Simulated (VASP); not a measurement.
# MgO (F-43m) in VASP: settings compared

MgO is run at these levels: PBEsol, r2SCAN, PBE; tasks: single point.

All numbers are computed with VASP 6.6.1; they aren't measurements. Logs are shortened: lines on timing, memory, paths and dates and some standing lists are left out, and cuts for length are marked.

## Step 1: The cell of the first run

It takes space group F-43m (No. 216, cubic). The conventional cell has a = 4.564 Å, b = 4.564 Å, c = 4.564 Å, α = 90.00°, β = 90.00°, γ = 90.00°. Mg (site symmetry -43m) has 4 O at 1.98 Å within 2.6 Å. O (site symmetry -43m) has 4 Mg at 1.98 Å within 2.6 Å.

## Step 2: Single point, PBEsol

INCAR reads:

```
SYSTEM = MgO
ALGO = Normal ; EDIFF = 1E-6
ENCUT = 600 ; GGA = PS
GGA_COMPAT = .False. ; ISIF = 2
ISMEAR = 0 ; LASPH = .True.
LCHARG = .False. ; LREAL = .False.
LWAVE = .False. ; NBANDS = 11
NELM = 120 ; PREC = Accurate
SIGMA = 0.01
```

KPOINTS reads:

```
k-points
0
Gamma
  4 4 4
  0 0 0
```

POSCAR reads:

```
MgO
1.0
    0.0000000000      2.2820056620      2.2820056620
    2.2820056620      0.0000000000      2.2820056620
    2.2820056620      2.2820056620      0.0000000000
Mg O
1 1
Direct
    0.0000000000      0.0000000000      0.0000000000
    0.2500000000      0.2500000000      0.2500000000
```

Potentials or basis: VASP PAW PBE potentials, release 64 (Mg, O).

Started as:

```
cat potpaw_PBE.64/Mg/POTCAR potpaw_PBE.64/O/POTCAR > POTCAR
mpirun -np 1 vasp_std > vasp.out
```

OUTCAR:

```text
SYSTEM = MgO
   EDIFF = 1E-6
   ENCUT = 600
   GGA = PS
   ISIF = 2
   ISMEAR = 0
   LASPH = .True.
   LREAL = .False.
   NELM = 120
   PREC = Accurate

 ion  position               nearest neighbor table
   1  0.000  0.000  0.000-   2 1.98   2 1.98   2 1.98   2 1.98
   2  0.250  0.250  0.250-   1 1.98   1 1.98   1 1.98   1 1.98

  LATTYP: Found a face centered cubic cell.
 ALAT       =     4.5640113240

  Lattice vectors:

 A1 = (   0.0000000000,   2.2820056620,   2.2820056620)
 A2 = (   2.2820056620,   0.0000000000,   2.2820056620)
 A3 = (   2.2820056620,   2.2820056620,   0.0000000000)

Analysis of symmetry for initial positions (statically):
=====================================================================
 Subroutine PRICEL returns:
 Original cell was already a primitive cell.

 Routine SETGRP: Setting up the symmetry group for a
 face centered cubic supercell.

 Subroutine GETGRP returns: Found 24 space group operations
 (whereof 24 operations were pure point group operations)
 out of a pool of 48 trial point group operations.

The static configuration has the point symmetry T_d .

Analysis of symmetry for dynamics (positions and initial velocities):
=====================================================================
 Subroutine PRICEL returns:
 Original cell was already a primitive cell.

 Routine SETGRP: Setting up the symmetry group for a
 face centered cubic supercell.

 Subroutine GETGRP returns: Found 24 space group operations
 (whereof 24 operations were pure point group operations)
 out of a pool of 48 trial point group operations.

The dynamic configuration has the point symmetry T_d .

 Subroutine INISYM returns: Found 24 space group operations
 (whereof 24 operations are pure point group operations),
 and found     1 'primitive' translations

----------------------------------------------------------------------------------------

                                     Primitive cell

  volume of cell :      23.7673

  direct lattice vectors                    reciprocal lattice vectors
     0.000000000  2.282005662  2.282005662    -0.219105504  0.219105504  0.219105504
     2.282005662  0.000000000  2.282005662     0.219105504 -0.219105504  0.219105504
     2.282005662  2.282005662  0.000000000     0.219105504  0.219105504 -0.219105504

  length of vectors
     3.227243357  3.227243357  3.227243357     0.379501865  0.379501865  0.379501865

  position of ions in fractional coordinates (direct lattice)
     0.000000000  0.000000000  0.000000000
     0.250000000  0.250000000  0.250000000

  ion indices of the primitive-cell ions
   primitive index   ion index
                 1           1
                 2           2

----------------------------------------------------------------------------------------

 KPOINTS: k-points

Automatic generation of k-mesh.
 Grid dimensions read from file:
 generate k-points for:    4    4    4

 Generating k-lattice:

  Cartesian coordinates                     Fractional coordinates (reciprocal lattice)
    -0.054776376  0.054776376  0.054776376     0.250000000  0.000000000  0.000000000
     0.054776376 -0.054776376  0.054776376     0.000000000  0.250000000  0.000000000
     0.054776376  0.054776376 -0.054776376     0.000000000  0.000000000  0.250000000

  Length of vectors
     0.094875466  0.094875466  0.094875466

  Shift w.r.t. Gamma in fractional coordinates (k-lattice)
     0.000000000  0.000000000  0.000000000

 Subroutine IBZKPT returns following result:
 ===========================================

 Found      8 irreducible k-points:

 Following reciprocal coordinates:
            Coordinates               Weight
  0.000000  0.000000  0.000000      1.000000
  0.250000  0.000000  0.000000      8.000000
  0.500000  0.000000  0.000000      4.000000
  0.250000  0.250000  0.000000      6.000000
  0.500000  0.250000  0.000000     24.000000
 -0.250000  0.250000  0.000000     12.000000
  0.500000  0.500000  0.000000      3.000000
 -0.250000  0.500000  0.250000      6.000000
   k-points           NKPTS =      8   k-points in BZ     NKDIM =      8   number of bands    NBANDS=     11
   number of dos      NEDOS =    301   number of ions     NIONS =      2
   total plane-waves  NPLWV =  21952
   dimension x,y,z NGX =    28 NGY =   28 NGZ =   28
   dimension x,y,z NGXF=    56 NGYF=   56 NGZF=   56
   ions per type =               1   1
   NGX,Y,Z   is equivalent  to a cutoff of  14.42, 14.42, 14.42 a.u.
   NGXF,Y,Z  is equivalent  to a cutoff of  28.85, 28.85, 28.85 a.u.
 SYSTEM =  MgO
   PREC   = accura    normal or accurate (medium, high low for compatibility)
   ISTART =      0    job   : 0-new  1-cont  2-samecut
   ICHARG =      2    charge: 1-file 2-atom 10-const
   ISPIN  =      1    spin polarized calculation?
   LNONCOLLINEAR =      F non collinear calculations
   LSORBIT =      F    spin-orbit coupling
   LASPH  =      T    aspherical Exc in radial PAW
   ENCUT  =  600.0 eV  44.10 Ry    6.64 a.u.   6.45  6.45  6.45*2*pi/ulx,y,z
   NELM   =    120;   NELMIN=  2; NELMDL= -5     # of ELM steps
   EDIFF  = 0.1E-05   stopping-criterion for ELM
   LREAL  =      F    real-space projection
   EDIFFG = 0.1E-04   stopping-criterion for IOM
   NSW    =      0    number of steps for IOM
   IBRION =     -1    ionic relax: 0-MD 1-quasi-New 2-CG
   NFREE  =      0    steps in history (QN), initial steepest desc. (CG)
   ISIF   =      2    stress and relaxation
   ISYM   =      2    0-nonsym 1-usesym 2-fastsym
   POTIM  = 0.5000    time-step for ionic-motion
   TEBEG  =    0.0;   TEEND  =   0.0 temperature during run
   PSTRESS=    0.0 pullay stress
   NELECT =       8.0000    total number of electrons
   NUPDOWN=      -1.0000    fix difference up-down
   EMIN   =  10.00;   EMAX   =-10.00  energy-range for DOS
   EFERMI =   0.00;   METHOD = LEGACY
   ISMEAR =     0;   SIGMA  =   0.01  broadening in eV -4-tet -1-fermi 0-gaus
   EFERMI_NEDOS =   21; number of points for ismear=-14 and -15
   IALGO  =     38    algorithm
   IMIX   =      4    mixing-type and parameters
     AMIX     =   0.40;   BMIX     =  1.00
     AMIX_MAG =   1.60;   BMIX_MAG =  1.00
  volume/ion in A,a.u.               =      11.88        80.19
  Fermi-wavevector in a.u.,A,eV,Ry     =   1.138793  2.152007 17.644708  1.296849
  Thomas-Fermi vector in A             =   2.275497
   LORBIT       =      0    0 simple, 1 ext, 2 COOP (PROOUT), +10 PAW based schemes
   GGA     = PS    functional components
   LHFCALC =     F    Hartree Fock is set to
   AEXX    =    0.0000 exact exchange contribution
   IVDW    =     0    specifies the selected vdW correction
   LEPSILON=     F    determine dielectric tensor
   LRPA    =     F    only Hartree local field effects (RPA)
 non-spin polarized calculation
 Gauss-broadening in eV      SIGMA  =   0.01
  energy-cutoff  :      600.00
  volume of cell :       23.77
 maximum number of plane-waves:       821
 NGX is ok and might be reduce to    28
   NGX = 13   NGY = 13   NGZ = 13

 number of electron       8.0000002 magnetization

 Free energy of the ion-electron system (eV)
  ---------------------------------------------------
  ext. energy  EPLUGINS =         0.00000000
  ---------------------------------------------------
  free energy    TOTEN  =       -12.20089103 eV

  energy without entropy =      -12.20089103  energy(sigma->0) =      -12.20089103

 E-fermi :   0.7778     XC(G=0):  -9.9527

 val. band max:        0.6678953120   @ k =   0.0000   0.0000   0.0000
 cond. band min:       4.1924674347   @ k =   0.0000   0.0000   0.0000
 fundamental gap:      3.5245721227
 Fermi energy:         0.7778349259

 k-point     1 :       0.0000    0.0000    0.0000
  band No.  band energies     occupation
      1     -15.1535      2.00000
      2       0.6679      2.00000
      3       0.6679      2.00000
      4       0.6679      2.00000
      5       4.1925      0.00000
      6      17.3650      0.00000
      7      17.3650      0.00000
      8      17.3650      0.00000
      9      20.8781      0.00000
     10      20.8782      0.00000
     11      20.9291      0.00000

 k-point     2 :       0.2500    0.0000    0.0000
  band No.  band energies     occupation
      1     -14.8248      2.00000
      2      -1.2070      2.00000
      3       0.5737      2.00000
      4       0.5737      2.00000
      5       6.5612      0.00000
      6      13.7419      0.00000
      7      16.3527      0.00000
      8      16.3527      0.00000
      9      19.7737      0.00000
     10      19.7737      0.00000
     11      19.7899      0.00000

 k-point     3 :       0.5000    0.0000    0.0000
  band No.  band energies     occupation
      1     -14.4667      2.00000
      2      -2.4217      2.00000
      3       0.4830      2.00000
      4       0.4830      2.00000
      5       9.3249      0.00000
      6      10.2433      0.00000
      7      15.1585      0.00000
      8      15.1585      0.00000
      9      20.1797      0.00000
     10      22.3193      0.00000
     11      22.3193      0.00000

 k-point     4 :       0.2500    0.2500    0.0000
  band No.  band energies     occupation
      1     -14.7209      2.00000
      2      -1.1042      2.00000
      3       0.2775      2.00000
      4       0.2775      2.00000
      5       6.8350      0.00000
      6      13.2838      0.00000
      7      15.2436      0.00000
      8      16.9753      0.00000
      9      16.9753      0.00000
     10      22.6434      0.00000
     11      23.8173      0.00000

 k-point     5 :       0.5000    0.2500    0.0000
  band No.  band energies     occupation
      1     -14.3699      2.00000
      2      -1.8014      2.00000
      3      -0.3647      2.00000
      4       0.1877      2.00000
      5       8.2773      0.00000
      6      11.5097      0.00000
      7      14.1138      0.00000
      8      16.2540      0.00000
      9      18.4105      0.00000
     10      23.5133      0.00000
     11      24.7860      0.00000

 k-point     6 :      -0.2500    0.2500    0.0000
  band No.  band energies     occupation
      1     -14.4828      2.00000
      2      -1.6739      2.00000
      3      -0.4273      2.00000
      4       0.4752      2.00000
      5       8.5615      0.00000
      6      11.7363      0.00000
      7      13.8612      0.00000
      8      15.8595      0.00000
      9      20.1215      0.00000
     10      21.1557      0.00000
     11      24.1406      0.00000

 k-point     7 :       0.5000    0.5000    0.0000
  band No.  band energies     occupation
      1     -14.2646      2.00000
      2      -1.8801      2.00000
      3      -0.0813      2.00000
      4      -0.0813      2.00000
      5       6.7634      0.00000
      6      12.0471      0.00000
      7      14.7316      0.00000
      8      17.2204      0.00000
      9      17.2204      0.00000
     10      22.6067      0.00000
     11      27.1889      0.00000

 k-point     8 :      -0.2500    0.5000    0.2500
  band No.  band energies     occupation
      1     -14.2574      2.00000
      2      -1.1411      2.00000
      3      -0.9688      2.00000
      4      -0.4019      2.00000
      5       8.2160      0.00000
      6      12.0883      0.00000
      7      14.4638      0.00000
      8      14.5124      0.00000
      9      20.9016      0.00000
     10      21.0835      0.00000
     11      25.2251      0.00000

------------------------ aborting loop because EDIFF is reached ----------------------------------------

  FORCE on cell =-STRESS in cart. coord.  units (eV):
  Direction    XX          YY          ZZ          XY          YZ          ZX
  --------------------------------------------------------------------------------------
  -------------------------------------------------------------------------------------
  Total        0.0662867      0.0662867      0.0662867      0.0000000     -0.0000000      0.0000000
  in kB        4.4684524      4.4684524      4.4684524      0.0000000     -0.0000000      0.0000000
  external PRESSURE =       4.4684524 kB  Pullay stress =       0.0000000 kB

 VOLUME and BASIS-vectors are now :
 -----------------------------------------------------------------------------
  energy-cutoff  :      600.00
  volume of cell :       23.77
      direct lattice vectors                 reciprocal lattice vectors
     0.000000000  2.282005662  2.282005662    -0.219105504  0.219105504  0.219105504
     2.282005662  0.000000000  2.282005662     0.219105504 -0.219105504  0.219105504
     2.282005662  2.282005662  0.000000000     0.219105504  0.219105504 -0.219105504

 POSITION                                       TOTAL-FORCE (eV/Angst)
 -----------------------------------------------------------------------------------
      0.00000      0.00000      0.00000         0.000000      0.000000      0.000000
      1.14100      1.14100      1.14100        -0.000000     -0.000000     -0.000000
 -----------------------------------------------------------------------------------
    total drift:                                0.000000      0.000000      0.000000

  FREE ENERGIE OF THE ION-ELECTRON SYSTEM (eV)
  ---------------------------------------------------
  free  energy   TOTEN  =       -12.2008910261 eV

  energy  without entropy=      -12.2008910261  energy(sigma->0) =      -12.20089103
```

It took 5.8 s on 1 thread of AMD EPYC 7R13 (Zen 3), shared host; peak memory 0.12 GiB.

What came out:

| Property | Result |
| --- | --- |
| Free energy | -12.2009 eV |
| Pressure | 0.4 GPa |
| Band gap on the k mesh | 3.52 eV, direct |

Caveat: the k points lie up to 0.60 Å⁻¹ apart; the PAW data sets were made with another functional, which shifts forces and pressure a little. As with any semilocal functional, this PBEsol gap is likely too small.

## Step 3: Single point, r2SCAN

POSCAR is that of step 2.

INCAR.step1 reads:

```
SYSTEM = MgO
PREC     = Accurate       ! precision mode
ENCUT    = 660            ! plane-wave cutoff, eV
ISMEAR   = 0              ! smearing method
SIGMA    = 0.01           ! smearing width, eV
LREAL    = .False.        ! projectors in reciprocal space
LASPH    = .True.         ! aspherical terms in the spheres
NELM     = 120            ! most SCF steps
NBANDS   = 11             ! bands
GGA      = PE             ! functional
ALGO     = Normal         ! electronic algorithm
EDIFF    = 1E-5           ! SCF threshold, eV
LWAVE    = .True.         ! write WAVECAR
LCHARG   = .False.        ! write CHGCAR
GGA_COMPAT= .False.
```

INCAR.step2 reads:

```
SYSTEM = MgO
PREC     = Accurate       ! precision mode
ENCUT    = 660            ! plane-wave cutoff, eV
EDIFF    = 1E-6           ! SCF threshold, eV
ISMEAR   = 0              ! smearing method
SIGMA    = 0.01           ! smearing width, eV
LREAL    = .False.        ! projectors in reciprocal space
LASPH    = .True.         ! aspherical terms in the spheres
NELM     = 120            ! most SCF steps
ALGO     = Normal         ! electronic algorithm
ISIF     = 2              ! what is computed and relaxed
LWAVE    = .False.        ! write WAVECAR
LCHARG   = .False.        ! write CHGCAR
METAGGA  = R2SCAN         ! meta-GGA
LMIXTAU  = .True.       
NBANDS   = 11             ! bands
ISTART   = 1            
GGA_COMPAT= .False.
```

KPOINTS reads:

```
Automatic mesh
0
Gamma
  4 4 4
  0 0 0
```

Potentials or basis: VASP PAW PBE potentials, release 64 (Mg, O).

Started as:

```
cat potpaw_PBE.64/Mg/POTCAR potpaw_PBE.64/O/POTCAR > POTCAR
cp INCAR.step1 INCAR
mpirun -np 1 vasp_std > vasp.out
cp INCAR.step2 INCAR
mpirun -np 1 vasp_std > vasp.out
```

Wall time 21 s (1 thread of AMD EPYC 7R13 (Zen 3), shared host); peak memory 0.13 GiB.

Results (log left out):

* Free energy: -15.8555 eV
* Pressure: -0.7 GPa
* Band gap on the k mesh: 4.32 eV, direct

Levels at points of the mesh, in eV from the valence-band top:
| k point | band 1 | band 2 | band 3 | band 4 | band 5 | band 6 | band 7 | band 8 |
| --- | --- | --- | --- | --- | --- | --- | --- | --- |
| (0.00, 0.00, 0.00) | -16.83 | 0.00 | 0.00 | 0.00 | 4.32 | 17.92 | 17.92 | 17.92 |
| (0.50, 0.00, 0.00) | -16.19 | -3.02 | -0.18 | -0.18 | 9.63 | 10.54 | 15.54 | 15.54 |
| (0.50, 0.50, 0.00) | -15.99 | -2.50 | -0.75 | -0.75 | 6.94 | 12.48 | 15.32 | 17.81 |

Caveat: the k points lie up to 0.60 Å⁻¹ apart; the PAW data sets were made with another functional, which shifts forces and pressure a little.

[end of part 1 of 2]
